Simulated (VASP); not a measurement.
# V in VASP: a series of runs

The runs below take V through single point, with LDA.

Program: VASP 6.6.1. These are calculated values, not measurements. Logs are shortened: lines on timing, memory, paths and dates and some standing lists are left out, and cuts for length are marked.

**1. The cell of the first run**

The typed cell holds 2 atoms: a = 4.419 Å, b = 4.419 Å, c = 2.655 Å, α = 96.38°, β = 96.38°, γ = 150.06°.

**2. Single point, LDA (volume scaled by 0.92)**

INCAR

```
PREC     = Accurate       # precision mode
ENCUT    = 520            # plane-wave cutoff, eV
EDIFF    = 1E-7           # SCF threshold, eV
ISMEAR   = -1             # smearing method
SIGMA    = 0.1            # smearing width, eV
LREAL    = F              # projectors in reciprocal space
LASPH    = T              # aspherical terms in the spheres
NELM     = 60             # most SCF steps
ALGO     = Normal         # electronic algorithm
ISIF     = 2              # what is computed and relaxed
LWAVE    = F              # write WAVECAR
LCHARG   = T              # write CHGCAR
LELF     = T              # ELF
LVHAR    = T            
NBANDS   = 20             # bands
```

KPOINTS

```
regular mesh
0
Gamma
  17 17 14
```

POSCAR

```
V
1.0
   -3.0189465758      3.0189236375      1.1417112561
    3.0189236375     -3.0189465758      1.1417112561
    1.6946875919      1.6946875919     -1.1417532676
V
2
Direct
    0.0000074908      0.9999925092      1.0000000000
    0.7499925092      0.2500074908      0.5000000000
```

Potentials or basis: VASP PAW LDA potentials, release 64 (V_sv).

Run with:

```bash
cat potpaw_LDA.64/V_sv/POTCAR > POTCAR
mpirun -np 1 vasp_std > vasp.out
```

OUTCAR:

```text
PREC = Accurate
   ENCUT = 520
   EDIFF = 1E-7
   ISMEAR = -1
   LREAL = F
   LASPH = T
   NELM = 60
   ISIF = 2

 ion  position               nearest neighbor table
   1  0.000  1.000  0.000-   2 2.51   2 2.51   2 2.51   2 2.51
   2  0.750  0.250  0.500-   1 2.51   1 2.51   1 2.51   1 2.51

  Warning from LATTYP: Got some problem with cell dimensions!
  Tried to take original basis but could not verify dimensions!
  LATTYP: Found a base centered monoclinic cell.
 ALAT       =     2.2834225124
 B/A-ratio  =     3.7394910040
 C/A-ratio  =     1.1625765675
 COS(beta)  =    -0.4300505485

  Lattice vectors:

 A1 = (   3.0189465758,  -3.0189236375,  -1.1417112561)
 A2 = (  -3.0189236375,   3.0189465758,  -1.1417112561)
 A3 = (   1.6946646536,   1.6946646536,   1.1416692446)

Analysis of symmetry for initial positions (statically):
=====================================================================
 Subroutine PRICEL returns:
 Original cell was already a primitive cell.

 Routine SETGRP: Setting up the symmetry group for a
 base centered monoclinic supercell.

 Subroutine GETGRP returns: Found  4 space group operations
 (whereof  2 operations were pure point group operations)
 out of a pool of  4 trial point group operations.

The static configuration has the point symmetry C_2 .
 The point group associated with its full space group is C_2h.

Analysis of symmetry for dynamics (positions and initial velocities):
=====================================================================
 Subroutine PRICEL returns:
 Original cell was already a primitive cell.

 Routine SETGRP: Setting up the symmetry group for a
 base centered monoclinic supercell.

 Subroutine GETGRP returns: Found  4 space group operations
 (whereof  2 operations were pure point group operations)
 out of a pool of  4 trial point group operations.

The dynamic configuration has the point symmetry C_2 .
 The point group associated with its full space group is C_2h.

 Subroutine INISYM returns: Found  4 space group operations
 (whereof  2 operations are pure point group operations),
 and found     1 'primitive' translations

----------------------------------------------------------------------------------------

                                     Primitive cell

[... 78 lines left out ...]
   NGX,Y,Z   is equivalent  to a cutoff of  13.54, 13.54, 12.52 a.u.
   NGXF,Y,Z  is equivalent  to a cutoff of  27.08, 27.08, 25.05 a.u.
 SYSTEM =  unknown system
   PREC   = accura    normal or accurate (medium, high low for compatibility)
   ISTART =      0    job   : 0-new  1-cont  2-samecut
   ICHARG =      2    charge: 1-file 2-atom 10-const
   ISPIN  =      1    spin polarized calculation?
   LNONCOLLINEAR =      F non collinear calculations
   LSORBIT =      F    spin-orbit coupling
   LASPH  =      T    aspherical Exc in radial PAW
   ENCUT  =  520.0 eV  38.22 Ry    6.18 a.u.   8.22  8.22  4.94*2*pi/ulx,y,z
   NELM   =     60;   NELMIN=  2; NELMDL= -5     # of ELM steps
   EDIFF  = 0.1E-06   stopping-criterion for ELM
   LREAL  =      F    real-space projection
   EDIFFG = 0.1E-05   stopping-criterion for IOM
   NSW    =      0    number of steps for IOM
   IBRION =     -1    ionic relax: 0-MD 1-quasi-New 2-CG
   NFREE  =      0    steps in history (QN), initial steepest desc. (CG)
   ISIF   =      2    stress and relaxation
   ISYM   =      2    0-nonsym 1-usesym 2-fastsym
   POTIM  = 0.5000    time-step for ionic-motion
   TEBEG  =    0.0;   TEEND  =   0.0 temperature during run
   PSTRESS=    0.0 pullay stress
   NELECT =      26.0000    total number of electrons
   NUPDOWN=      -1.0000    fix difference up-down
   EMIN   =  10.00;   EMAX   =-10.00  energy-range for DOS
   EFERMI =   0.00;   METHOD = LEGACY
   ISMEAR =    -1;   SIGMA  =   0.10  broadening in eV -4-tet -1-fermi 0-gaus
   EFERMI_NEDOS =   21; number of points for ismear=-14 and -15
   IALGO  =     38    algorithm
   IMIX   =      4    mixing-type and parameters
     AMIX     =   0.40;   BMIX     =  1.00
     AMIX_MAG =   1.60;   BMIX_MAG =  1.00
  volume/ion in A,a.u.               =      11.68        78.84
  Fermi-wavevector in a.u.,A,eV,Ry     =   1.696473  3.205870 39.157861  2.878022
  Thomas-Fermi vector in A             =   2.777330
   LORBIT       =      0    0 simple, 1 ext, 2 COOP (PROOUT), +10 PAW based schemes
   GGA     = CA    functional components
   LHFCALC =     F    Hartree Fock is set to
   AEXX    =    0.0000 exact exchange contribution
   IVDW    =     0    specifies the selected vdW correction
   LEPSILON=     F    determine dielectric tensor
   LRPA    =     F    only Hartree local field effects (RPA)
 non-spin polarized calculation
  energy-cutoff  :      520.00
  volume of cell :       23.36
 maximum number of plane-waves:       643
 NGX is ok and might be reduce to    36
   NGX = 17   NGY = 17   NGZ =  9

 number of electron      25.9999989 magnetization

 Free energy of the ion-electron system (eV)
  ---------------------------------------------------
  ext. energy  EPLUGINS =         0.00000000
  ---------------------------------------------------
  free energy    TOTEN  =       -19.58810469 eV

  energy without entropy =      -19.51406439  energy(sigma->0) =      -19.55108454

 E-fermi :  11.5926     XC(G=0): -14.0101

 val. band max:       11.5922620211   @ k =  -0.4706   0.2941   0.2857
 cond. band min:      11.5927595236   @ k =  -0.1176  -0.1765   0.2143
 fundamental gap:      0.0004975024
 Fermi energy:        11.5926288346

 k-point     1 :       0.0000    0.0000    0.0000
  band No.  band energies     occupation
      1     -51.4998      2.00000
      2     -51.2072      2.00000
      3     -26.3122      2.00000
      4     -25.2639      2.00000
      5     -25.0029      2.00000
      6     -24.9858      2.00000
[... 541 lines left out ...]
     19      15.2554      0.00000
     20      15.6754      0.00000

 [... further k-points ...]
[... 5 lines left out ...]
  --------------------------------------------------------------------------------------
  -------------------------------------------------------------------------------------
  Total        2.9261201      2.9261201      3.2758300     -0.0199973     -0.0009320     -0.0009319
  in kB      200.6531454    200.6531454    224.6338344     -1.3712754     -0.0639078     -0.0639012
  external PRESSURE =     208.6467084 kB  Pullay stress =       0.0000000 kB

 VOLUME and BASIS-vectors are now :
 -----------------------------------------------------------------------------
  energy-cutoff  :      520.00
  volume of cell :       23.36
      direct lattice vectors                 reciprocal lattice vectors
    -3.018946576  3.018923637  1.141711256     0.064715585  0.230336899  0.437942064
     3.018923637 -3.018946576  1.141711256     0.230336899  0.064715585  0.437942064
     1.694687592  1.694687592 -1.141753268     0.295041627  0.295041627  0.000005928

 POSITION                                       TOTAL-FORCE (eV/Angst)
 -----------------------------------------------------------------------------------
      3.01888     -3.01890      1.14171         0.001470     -0.001470     -0.000000
     -0.66209      2.35675      0.57083        -0.001470      0.001470      0.000000
 -----------------------------------------------------------------------------------
    total drift:                               -0.000000     -0.000000      0.000000

  FREE ENERGIE OF THE ION-ELECTRON SYSTEM (eV)
  ---------------------------------------------------
  free  energy   TOTEN  =       -19.5881046920 eV

  energy  without entropy=      -19.5140643905  energy(sigma->0) =      -19.55108454
```

OSZICAR:

```text
N       E                     dE             d eps       ncg     rms          rms(c)
DAV:   1     0.293203149255E+03    0.29320E+03   -0.14962E+04 43216   0.155E+03
DAV:   2    -0.131934024794E+02   -0.30640E+03   -0.29974E+03 44744   0.485E+02
DAV:   3    -0.216971017916E+02   -0.85037E+01   -0.83766E+01 45760   0.963E+01
DAV:   4    -0.217728630737E+02   -0.75761E-01   -0.75674E-01 43968   0.951E+00
DAV:   5    -0.217738927442E+02   -0.10297E-02   -0.10297E-02 45540   0.108E+00    0.325E+01
DAV:   6    -0.196768489279E+02    0.20970E+01   -0.74404E+00 43552   0.297E+01    0.652E+00
DAV:   7    -0.196059140565E+02    0.70935E-01   -0.16326E-01 46428   0.365E+00    0.223E+00
DAV:   8    -0.195883020209E+02    0.17612E-01   -0.24987E-02 43392   0.205E+00    0.240E-01
DAV:   9    -0.195880913077E+02    0.21071E-03   -0.15438E-03 44012   0.493E-01    0.583E-02
DAV:  10    -0.195881034380E+02   -0.12130E-04   -0.70080E-05 51880   0.103E-01    0.139E-02
DAV:  11    -0.195881047233E+02   -0.12852E-05   -0.11140E-05 44332   0.335E-02    0.822E-03
DAV:  12    -0.195881046920E+02    0.31294E-07   -0.52634E-07 43828   0.943E-03
   1 F= -.19588105E+02 E0= -.19551085E+02  d E =-.740403E-01
```

It took 8.7 min on 1 thread of Intel Xeon Platinum 8259CL at 2.50GHz (Skylake/Cascade Lake), shared host; peak memory 0.48 GiB.

Results:

- Free energy: -19.5881 eV
- Pressure: 20.9 GPa
- Band gap on the k mesh: zero (band 13 reaches 13.09 eV, above the bottom of band 14 at 10.33 eV)

Forces on the atoms (eV/Å):
```
V    0.001 -0.001  0.000
V   -0.001  0.001  0.000
```

Stress tensor (GPa, compression positive):
```
20.07 -0.14 -0.01
-0.14 20.07 -0.01
-0.01 -0.01 22.46
```

**3. Single point, LDA (volume scaled by 0.96)**

INCAR

```
PREC     = Accurate       # precision mode
ENCUT    = 520            # plane-wave cutoff, eV
EDIFF    = 1E-6           # SCF threshold, eV
ISMEAR   = -1             # smearing method
SIGMA    = 0.1            # smearing width, eV
LREAL    = False          # projectors in reciprocal space
LASPH    = True           # aspherical terms in the spheres
NELM     = 60             # most SCF steps
ALGO     = Normal         # electronic algorithm
ISIF     = 2              # what is computed and relaxed
LWAVE    = False          # write WAVECAR
LCHARG   = True           # write CHGCAR
GGA      = CA             # functional
LELF     = True           # ELF
LVHAR    = True         
NBANDS   = 20             # bands
```

KPOINTS is that of step 2.

POSCAR

```
V
1.0
   -3.0620802116      3.0620569455      1.1580236207
    3.0620569455     -3.0620802116      1.1580236207
    1.7189006860      1.7189006860     -1.1580662326
V
2
Direct
    0.0000074908      0.9999925092      1.0000000000
    0.7499925092      0.2500074908      0.5000000000
```

Potentials or basis: VASP PAW LDA potentials, release 64 (V_sv).

Run with:

```bash
cat potpaw_LDA.64/V_sv/POTCAR > POTCAR
mpirun -np 1 vasp_std > vasp.out
```

It took 8.6 min on 1 thread of Intel Xeon Platinum 8259CL at 2.50GHz (Skylake/Cascade Lake), shared host; peak memory 0.5 GiB.

The run converged. Its results:

```
Free energy            : -19.6846 eV
Pressure               : 9.8 GPa
Band gap on the k mesh : zero (band 13 reaches 12.31 eV, above the bottom of band 14 at 9.79 eV)
```

Stress tensor (GPa, compression positive):
```
 9.20 -0.27  0.00
-0.27  9.20  0.00
 0.00  0.00 10.90
```

Levels at points of the mesh, in eV from the Fermi level:
| k point | band 10 | band 11 | band 12 | band 13 | band 14 | band 15 | band 16 | band 17 |
| --- | --- | --- | --- | --- | --- | --- | --- | --- |
| (0.00, 0.00, 0.00) | -3.62 | -1.07 | -1.05 | 0.62 | 0.62 | 1.00 | 2.20 | 2.21 |
| (0.00, 0.00, 0.50) | -2.77 | -1.79 | -1.79 | -1.16 | -1.16 | 3.12 | 3.12 | 3.99 |
